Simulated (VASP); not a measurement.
# HfN in VASP: further runs

HfN is run at these levels: PBEsol, LDA, r2SCAN; tasks: single point.

All numbers are computed with VASP 6.6.1; they aren't measurements. Logs are shortened: lines on timing, memory, paths and dates and some standing lists are left out, and cuts for length are marked.

### 1 The cell of the first run

The typed cell holds 4 atoms: a = 3.134 Å, b = 3.134 Å, c = 5.417 Å, α = 90.00°, β = 90.00°, γ = 120.00°.

### 2 Single point, PBEsol (atoms moved at random)

INCAR

```
SYSTEM = HfN
ALGO     = Normal         ! electronic algorithm
EDIFF    = 1E-6           ! SCF threshold, eV
ENCUT    = 520            ! plane-wave cutoff, eV
GGA      = PS             ! functional
ISIF     = 2              ! what is computed and relaxed
ISMEAR   = -1             ! smearing method
LASPH    = .TRUE.         ! aspherical terms in the spheres
LCHARG   = .FALSE.        ! write CHGCAR
LREAL    = .FALSE.        ! projectors in reciprocal space
LWAVE    = .FALSE.        ! write WAVECAR
NBANDS   = 23             ! bands
NELM     = 100            ! most SCF steps
PREC     = Accurate       ! precision mode
SIGMA    = 0.05           ! smearing width, eV
```

KPOINTS

```
k-points
0
G
  10 10 5
  0 0 0
```

POSCAR

```
HfN
1.0
    3.1339080219      0.0000000000      0.0000000000
   -1.5669540110      2.7140439601      0.0000000000
    0.0000000000      0.0000000000      5.4167677200
Hf N
2 2
Direct
    0.3336620000      0.6541600000      0.2504860000
    0.6614420000      0.3356560000      0.7499240000
    0.0076370000     -0.0035320000      0.4917730000
    0.0046040000      0.0022350000     -0.0066630000
```

Potentials or basis: VASP PAW PBE potentials, release 64 (Hf_pv, N).

Run with:

```
$ cat potpaw_PBE.64/Hf_pv/POTCAR potpaw_PBE.64/N/POTCAR > POTCAR
$ mpirun -np 1 vasp_std > vasp.out
```

OUTCAR:

```text
SYSTEM = HfN
   EDIFF = 1E-6
   ENCUT = 520
   GGA = PS
   ISIF = 2
   ISMEAR = -1
   LASPH = .TRUE.
   LREAL = .FALSE.
   NELM = 100
   PREC = Accurate

 ion  position               nearest neighbor table
   1  0.334  0.654  0.250-   3 2.21   3 2.24   3 2.25   4 2.25   4 2.29   4 2.31   2 3.22   2 3.23
                             2 3.26   2 3.27   2 3.28   2 3.28
   2  0.661  0.336  0.750-   4 2.22   4 2.24   3 2.26   4 2.26   3 2.27   3 2.33   1 3.22   1 3.23
                             1 3.26   1 3.27   1 3.28   1 3.28
   3  0.008  0.996  0.492-   1 2.21   1 2.24   1 2.25   2 2.26   2 2.27   2 2.33
   4  0.005  0.002  0.993-   2 2.22   2 2.24   1 2.25   2 2.26   1 2.29   1 2.31

  LATTYP: Found a hexagonal cell.
 ALAT       =     3.1339080219
 C/A-ratio  =     1.7284386402

  Lattice vectors:

 A1 = (   3.1339080219,   0.0000000000,   0.0000000000)
 A2 = (  -1.5669540110,   2.7140439601,   0.0000000000)
 A3 = (   0.0000000000,   0.0000000000,   5.4167677200)

Analysis of symmetry for initial positions (statically):
=====================================================================
 Subroutine PRICEL returns:
 Original cell was already a primitive cell.

 Routine SETGRP: Setting up the symmetry group for a
 hexagonal supercell.

 Subroutine GETGRP returns: Found  1 space group operations
 (whereof  1 operations were pure point group operations)
 out of a pool of 24 trial point group operations.

The static configuration has the point symmetry C_1 .

Analysis of symmetry for dynamics (positions and initial velocities):
=====================================================================
 Subroutine PRICEL returns:
 Original cell was already a primitive cell.

 Routine SETGRP: Setting up the symmetry group for a
 hexagonal supercell.

 Subroutine GETGRP returns: Found  1 space group operations
 (whereof  1 operations were pure point group operations)
 out of a pool of 24 trial point group operations.

The dynamic configuration has the point symmetry C_1 .

 Subroutine INISYM returns: Found  1 space group operations
 (whereof  1 operations are pure point group operations),
 and found     1 'primitive' translations

----------------------------------------------------------------------------------------

                                     Primitive cell

  volume of cell :      46.0727

  direct lattice vectors                    reciprocal lattice vectors
     3.133908022  0.000000000  0.000000000     0.319090411  0.184226935  0.000000000
    -1.566954011  2.714043960  0.000000000     0.000000000  0.368453870  0.000000000
     0.000000000  0.000000000  5.416767720     0.000000000  0.000000000  0.184611940

  length of vectors
     3.133908022  3.133908022  5.416767720     0.368453870  0.368453870  0.184611940

  position of ions in fractional coordinates (direct lattice)
     0.333662000  0.654160000  0.250486000
     0.661442000  0.335656000  0.749924000
     0.007637000  0.996468000  0.491773000
     0.004604000  0.002235000  0.993337000

  ion indices of the primitive-cell ions
   primitive index   ion index
                 1           1
                 2           2
                 3           3
                 4           4

----------------------------------------------------------------------------------------

 KPOINTS: k-points

Automatic generation of k-mesh.
 Grid dimensions read from file:
 generate k-points for:   10   10    5

 Generating k-lattice:

  Cartesian coordinates                     Fractional coordinates (reciprocal lattice)
     0.031909041  0.018422693  0.000000000     0.100000000  0.000000000  0.000000000
     0.000000000  0.036845387  0.000000000     0.000000000  0.100000000  0.000000000
     0.000000000  0.000000000  0.036922388     0.000000000  0.000000000  0.200000000

  Length of vectors
     0.036845387  0.036845387  0.036922388

  Shift w.r.t. Gamma in fractional coordinates (k-lattice)
     0.000000000  0.000000000  0.000000000

 Subroutine IBZKPT returns following result:
 ===========================================

 Found    252 irreducible k-points:

 Following reciprocal coordinates:
            Coordinates               Weight
  0.000000  0.000000  0.000000      1.000000
  0.100000  0.000000  0.000000      2.000000
  0.000000  0.100000  0.000000      2.000000
 -0.100000  0.100000  0.000000      2.000000
  0.200000  0.000000  0.000000      2.000000
  0.000000  0.200000  0.000000      2.000000
[... 16 lines left out ...]
 -0.200000  0.300000  0.000000      2.000000
  0.100000  0.200000  0.000000      2.000000
 [... further k-points ...]
   k-points           NKPTS =    252   k-points in BZ     NKDIM =    252   number of bands    NBANDS=     23
   number of dos      NEDOS =    301   number of ions     NIONS =      4
   total plane-waves  NPLWV =  23040
   dimension x,y,z NGX =    24 NGY =   24 NGZ =   40
   dimension x,y,z NGXF=    48 NGYF=   48 NGZF=   80
   ions per type =               2   2
   NGX,Y,Z   is equivalent  to a cutoff of  12.73, 12.73, 12.28 a.u.
   NGXF,Y,Z  is equivalent  to a cutoff of  25.46, 25.46, 24.55 a.u.
 SYSTEM =  HfN
   PREC   = accura    normal or accurate (medium, high low for compatibility)
   ISTART =      0    job   : 0-new  1-cont  2-samecut
   ICHARG =      2    charge: 1-file 2-atom 10-const
   ISPIN  =      1    spin polarized calculation?
   LNONCOLLINEAR =      F non collinear calculations
   LSORBIT =      F    spin-orbit coupling
   LASPH  =      T    aspherical Exc in radial PAW
   ENCUT  =  520.0 eV  38.22 Ry    6.18 a.u.   5.83  5.83 10.07*2*pi/ulx,y,z
   NELM   =    100;   NELMIN=  2; NELMDL= -5     # of ELM steps
   EDIFF  = 0.1E-05   stopping-criterion for ELM
   LREAL  =      F    real-space projection
   EDIFFG = 0.1E-04   stopping-criterion for IOM
   NSW    =      0    number of steps for IOM
   IBRION =     -1    ionic relax: 0-MD 1-quasi-New 2-CG
   NFREE  =      0    steps in history (QN), initial steepest desc. (CG)
   ISIF   =      2    stress and relaxation
   ISYM   =      2    0-nonsym 1-usesym 2-fastsym
   POTIM  = 0.5000    time-step for ionic-motion
   TEBEG  =    0.0;   TEEND  =   0.0 temperature during run
   PSTRESS=    0.0 pullay stress
   NELECT =      30.0000    total number of electrons
   NUPDOWN=      -1.0000    fix difference up-down
   EMIN   =  10.00;   EMAX   =-10.00  energy-range for DOS
   EFERMI =   0.00;   METHOD = LEGACY
   ISMEAR =    -1;   SIGMA  =   0.05  broadening in eV -4-tet -1-fermi 0-gaus
   EFERMI_NEDOS =   21; number of points for ismear=-14 and -15
   IALGO  =     38    algorithm
   IMIX   =      4    mixing-type and parameters
     AMIX     =   0.40;   BMIX     =  1.00
     AMIX_MAG =   1.60;   BMIX_MAG =  1.00
  volume/ion in A,a.u.               =      11.52        77.73
  Fermi-wavevector in a.u.,A,eV,Ry     =   1.418951  2.681429 27.394278  2.013423
  Thomas-Fermi vector in A             =   2.540023
   LORBIT       =      0    0 simple, 1 ext, 2 COOP (PROOUT), +10 PAW based schemes
   GGA     = PS    functional components
   LHFCALC =     F    Hartree Fock is set to
   AEXX    =    0.0000 exact exchange contribution
   IVDW    =     0    specifies the selected vdW correction
   LEPSILON=     F    determine dielectric tensor
   LRPA    =     F    only Hartree local field effects (RPA)
 non-spin polarized calculation
  energy-cutoff  :      520.00
  volume of cell :       46.07
 maximum number of plane-waves:      1275
   NGX = 11   NGY = 11   NGZ = 21

 number of electron      30.0000003 magnetization

 Free energy of the ion-electron system (eV)
  ---------------------------------------------------
  ext. energy  EPLUGINS =         0.00000000
  ---------------------------------------------------
  free energy    TOTEN  =       -45.82195177 eV

  energy without entropy =      -45.81031219  energy(sigma->0) =      -45.81613198

 E-fermi :   7.8134     XC(G=0): -12.9018

 val. band max:        7.8006845260   @ k =   0.2000   0.2000   0.4000
 cond. band min:       7.8135432886   @ k =   0.0000  -0.4000   0.4000
 fundamental gap:      0.0128587626
 Fermi energy:         7.8133905433

 k-point     1 :       0.0000    0.0000    0.0000
  band No.  band energies     occupation
      1     -23.8811      2.00000
      2     -23.0082      2.00000
      3     -22.9128      2.00000
      4     -22.8918      2.00000
      5     -22.8421      2.00000
      6     -22.8386      2.00000
[... 15 lines left out ...]
     22      13.3207      0.00000
     23      13.5106      0.00000

 k-point     2 :       0.1000    0.0000    0.0000
  band No.  band energies     occupation
      1     -23.8453      2.00000
      2     -23.0114      2.00000
      3     -22.9885      2.00000
      4     -22.9322      2.00000
      5     -22.9214      2.00000
      6     -22.8489      2.00000
[... 15 lines left out ...]
     22      13.0046      0.00000
     23      13.4169      0.00000

 k-point     3 :       0.0000    0.1000    0.0000
  band No.  band energies     occupation
      1     -23.8456      2.00000
      2     -23.0109      2.00000
      3     -22.9841      2.00000
      4     -22.9363      2.00000
      5     -22.9227      2.00000
      6     -22.8485      2.00000
[... 15 lines left out ...]
     22      12.9817      0.00000
     23      13.4485      0.00000

 k-point     4 :      -0.1000    0.1000    0.0000
  band No.  band energies     occupation
      1     -23.8447      2.00000
      2     -23.0137      2.00000
      3     -22.9962      2.00000
      4     -22.9248      2.00000
      5     -22.9193      2.00000
      6     -22.8483      2.00000
[... 15 lines left out ...]
     22      13.1015      0.00000
     23      13.3120      0.00000

 k-point     5 :       0.2000    0.0000    0.0000
  band No.  band energies     occupation
      1     -23.7464      2.00000
      2     -23.2211      2.00000
      3     -23.1237      2.00000
      4     -23.0232      2.00000
      5     -22.9934      2.00000
      6     -22.8780      2.00000
[... 434 lines left out ...]
 k-point    22 :      -0.3000    0.2000    0.0000
  band No.  band energies     occupation
      1     -23.6541      2.00000
      2     -23.3701      2.00000
      3     -23.2895      2.00000
      4     -23.0479      2.00000
      5     -23.0288      2.00000
      6     -22.9348      2.00000
[... 15 lines left out ...]
     22      12.7245      0.00000
     23      13.1990      0.00000

 k-point    23 :      -0.2000    0.3000    0.0000
  band No.  band energies     occupation
      1     -23.6554      2.00000
      2     -23.3709      2.00000
      3     -23.2883      2.00000
      4     -23.0457      2.00000
      5     -23.0312      2.00000
      6     -22.9344      2.00000
[... 15 lines left out ...]
     22      12.7181      0.00000
     23      13.2146      0.00000

 k-point    24 :       0.1000    0.2000    0.0000
  band No.  band energies     occupation
      1     -23.6624      2.00000
      2     -23.3735      2.00000
      3     -23.2807      2.00000
      4     -23.0420      2.00000
      5     -23.0333      2.00000
      6     -22.9378      2.00000
[... 15 lines left out ...]
     22      12.8812      0.00000
     23      13.3516      0.00000

 [... further k-points ...]
[... 5 lines left out ...]
  --------------------------------------------------------------------------------------
  -------------------------------------------------------------------------------------
  Total       -1.0068403     -1.1633277     -1.3378018     -0.1113070     -0.0077307     -0.0290344
  in kB      -35.0128803    -40.4547313    -46.5220675     -3.8707029     -0.2688342     -1.0096730
  external PRESSURE =     -40.6632263 kB  Pullay stress =       0.0000000 kB

 VOLUME and BASIS-vectors are now :
 -----------------------------------------------------------------------------
  energy-cutoff  :      520.00
  volume of cell :       46.07
      direct lattice vectors                 reciprocal lattice vectors
     3.133908022  0.000000000  0.000000000     0.319090411  0.184226935  0.000000000
    -1.566954011  2.714043960  0.000000000     0.000000000  0.368453870  0.000000000
     0.000000000  0.000000000  5.416767720     0.000000000  0.000000000  0.184611940

 POSITION                                       TOTAL-FORCE (eV/Angst)
 -----------------------------------------------------------------------------------
      0.02063      1.77542      1.35682        -0.007530      0.308507     -0.440552
      1.54694      0.91099      4.06216         0.380483     -0.070769     -0.372729
     -1.53749      2.70446      2.66382        -0.274918     -0.043577      0.496018
      0.01093      0.00607      5.38068        -0.098036     -0.194160      0.317263
 -----------------------------------------------------------------------------------
    total drift:                                0.000043      0.000189     -0.000181

  FREE ENERGIE OF THE ION-ELECTRON SYSTEM (eV)
  ---------------------------------------------------
  free  energy   TOTEN  =       -45.8219517727 eV

  energy  without entropy=      -45.8103121881  energy(sigma->0) =      -45.81613198
```

It took 72 s on 1 thread of Intel Xeon 6975P-C (Granite Rapids), shared host; peak memory 0.33 GiB.

Results:

| Quantity | Value |
| --- | --- |
| Free energy | -45.8220 eV |
| Pressure | -4.1 GPa |
| Largest force | 0.569 eV/Å |
| Band gap on the k mesh | zero (band 15 reaches 9.18 eV, above the bottom of band 16 at 7.48 eV) |

Forces on the atoms (eV/Å):
```
Hf  -0.008  0.309 -0.441
Hf   0.380 -0.071 -0.373
N   -0.275 -0.044  0.496
N   -0.098 -0.194  0.317
```

Caveat: the cell differs from its parent crystal (atoms moved at random); the PAW data sets were made with another functional, which shifts forces and pressure a little; spin-orbit coupling is left out, which moves the levels of the heavy elements.

### 3 Single point, LDA

INCAR

```
PREC = Accurate
ENCUT = 520
EDIFF = 1E-6
ISMEAR = -1
SIGMA = 0.05
LREAL = F
LASPH = T
NELM = 100
ALGO = Normal
ISIF = 2
LWAVE = F
LCHARG = F
GGA = CA
NBANDS = 23
```

KPOINTS

```
regular mesh
0
Gamma
  6 6 3
```

POSCAR

```
HfN
1.0
    3.1339080219      0.0000000000      0.0000000000
   -1.5669540110      2.7140439601      0.0000000000
    0.0000000000      0.0000000000      5.4167677200
Hf N
2 2
Direct
    0.3333333333      0.6666666667      0.2500000000
    0.6666666667      0.3333333333      0.7500000000
    0.0000000000      0.0000000000      0.5000000000
    0.0000000000      0.0000000000      0.0000000000
```

Potentials or basis: VASP PAW LDA potentials, release 64 (Hf_pv, N).

Run with:

```
$ cat potpaw_LDA.64/Hf_pv/POTCAR potpaw_LDA.64/N/POTCAR > POTCAR
$ mpirun -np 1 vasp_std > vasp.out
```

It took 17 s on 1 thread of Intel Xeon 6975P-C, shared host; peak memory 0.15 GiB.

It converged, with:

```
Free energy            : -47.5699 eV
Pressure               : -10.2 GPa
Band gap on the k mesh : zero (band 15 reaches 8.85 eV, above the bottom of band 16 at 7.89 eV)
```

Stress tensor (GPa, compression positive):
```
-10.95   0.00   0.00
  0.00 -10.95   0.00
  0.00   0.00  -8.78
```

Levels at points of the mesh, in eV from the Fermi level:
| k point | band 11 | band 12 | band 13 | band 14 | band 15 | band 16 | band 17 | band 18 | band 19 | band 20 |
| --- | --- | --- | --- | --- | --- | --- | --- | --- | --- | --- |
| (0.00, 0.00, 0.00) | -4.90 | -3.75 | -3.75 | -1.87 | -0.84 | 0.48 | 0.48 | 1.00 | 1.60 | 1.60 |
| (0.50, 0.00, 0.00) | -5.91 | -5.65 | -3.40 | -2.98 | -2.57 | 2.26 | 2.58 | 4.22 | 4.41 | 5.28 |

Caveat: the k points lie up to 0.39 Å⁻¹ apart; spin-orbit coupling is left out, which moves the levels of the heavy elements.

### 4 Single point, PBEsol

INCAR

```
SYSTEM = HfN
  PREC = Accurate
  ENCUT = 520
  EDIFF = 1E-7
  ISMEAR = -1
  SIGMA = 0.05
  LREAL = .False.
  LASPH = .True.
  NELM = 60
  ALGO = Normal
  ISIF = 2
  LWAVE = .False.
  LCHARG = .True.
  GGA = PS
  LELF = .True.
  LVHAR = .True.
  NBANDS = 23
```

KPOINTS

```
regular mesh
0
Gamma
  6 6 3
  0 0 0
```

POSCAR is that of step 3.

Potentials or basis: VASP PAW PBE potentials, release 64 (Hf_pv, N).

Run with:

```
$ cat potpaw_PBE.64/Hf_pv/POTCAR potpaw_PBE.64/N/POTCAR > POTCAR
$ mpirun -np 1 vasp_std > vasp.out
```

Run time: 29 s. Hardware: 1 thread of Intel Xeon 6975P-C, shared host; peak memory 0.16 GiB.

The run converged. Its results:

```
Free energy            : -45.8718 eV
Pressure               : -4.7 GPa
Band gap on the k mesh : zero (band 15 reaches 8.85 eV, above the bottom of band 16 at 7.88 eV)
```

Stress tensor (GPa, compression positive):
```
-5.32  0.00  0.00
 0.00 -5.32  0.00
 0.00  0.00 -3.33
```

Levels at points of the mesh, in eV from the Fermi level:
```tsv
k point	band 13	band 14	band 15	band 16	band 17	band 18
(0.00, 0.00, 0.00)	-3.77	-1.90	-0.83	0.51	0.51	0.85
(0.50, 0.00, 0.00)	-3.44	-3.02	-2.60	2.25	2.54	4.26
```

Caveat: the k points lie up to 0.39 Å⁻¹ apart; the PAW data sets were made with another functional, which shifts forces and pressure a little; spin-orbit coupling is left out, which moves the levels of the heavy elements.

### 5 Single point, r2SCAN

POSCAR is that of step 4.

INCAR.step1

```
ALGO = Normal
EDIFF = 1E-4
ENCUT = 520
GGA = PE
ISMEAR = -1
LASPH = True
LCHARG = False
LREAL = False
LWAVE = True
NBANDS = 23
NELM = 60
PREC = Accurate
SIGMA = 0.05
```

INCAR.step2

```
ALGO = Normal
EDIFF = 1E-6
ENCUT = 520
ISIF = 2
ISMEAR = -1
ISTART = 1
LASPH = True
LCHARG = False
LMIXTAU = True
LREAL = False
LWAVE = False
METAGGA = R2SCAN
NBANDS = 23
NELM = 60
PREC = Accurate
SIGMA = 0.05
```

KPOINTS

```
k-points
0
Gamma
  6 6 3
```

Run with:

```
$ cat potpaw_PBE.64/Hf_pv/POTCAR potpaw_PBE.64/N/POTCAR > POTCAR
$ cp INCAR.step1 INCAR
$ mpirun -np 1 vasp_std > vasp.out
$ cp INCAR.step2 INCAR
$ mpirun -np 1 vasp_std > vasp.out
```

Run time: 2.4 min. Hardware: 1 thread of Intel Xeon 6975P-C, shared host; peak memory 0.17 GiB.

It converged, with:

```
Free energy            : -116.4097 eV
Pressure               : -0.5 GPa
Band gap on the k mesh : zero (band 15 reaches 9.24 eV, above the bottom of band 16 at 8.06 eV)
```

Stress tensor (GPa, compression positive):
```
-0.77  0.00  0.00
 0.00 -0.77  0.00
 0.00  0.00  0.19
```

Levels at points of the mesh, in eV from the Fermi level:
| k point | band 13 | band 14 | band 15 | band 16 | band 17 | band 18 |
| --- | --- | --- | --- | --- | --- | --- |
| (0.00, 0.00, 0.00) | -4.18 | -2.28 | -0.74 | 0.59 | 0.59 | 0.92 |
| (0.50, 0.00, 0.00) | -3.87 | -3.17 | -2.99 | 2.19 | 2.66 | 4.38 |

Caveat: the k points lie up to 0.39 Å⁻¹ apart; the PAW data sets were made with another functional, which shifts forces and pressure a little; spin-orbit coupling is left out, which moves the levels of the heavy elements.

### 6 The runs side by side

```csv
level,potentials or basis,k mesh,gap on the mesh (eV),pressure (GPa)
PBEsol,"VASP PAW PBE potentials, release 64 (Hf_pv, N)",10 × 10 × 5,none,-4.1
LDA,"VASP PAW LDA potentials, release 64 (Hf_pv, N)",6 × 6 × 3,none,-10.2
PBEsol,"VASP PAW PBE potentials, release 64 (Hf_pv, N)",6 × 6 × 3,none,-4.7
r2SCAN,"VASP PAW PBE potentials, release 64 (Hf_pv, N)",6 × 6 × 3,none,-0.5
```

Some of these runs hold the atoms at other places in the same cell, which the table doesn't show; runs alike in all that it shows share one row.

Alike in all rows: task single point; no spin polarisation; cell as given; cutoff (eV) 520; smearing fermi-dirac 0.05 eV.

Caveats: some runs use coarse meshes; spin-orbit coupling is left out, which moves the levels of the heavy elements; the PAW data sets were made with another functional, which shifts forces and pressure a little (some runs).

Absolute energies hang on the potentials; compare differences alone.
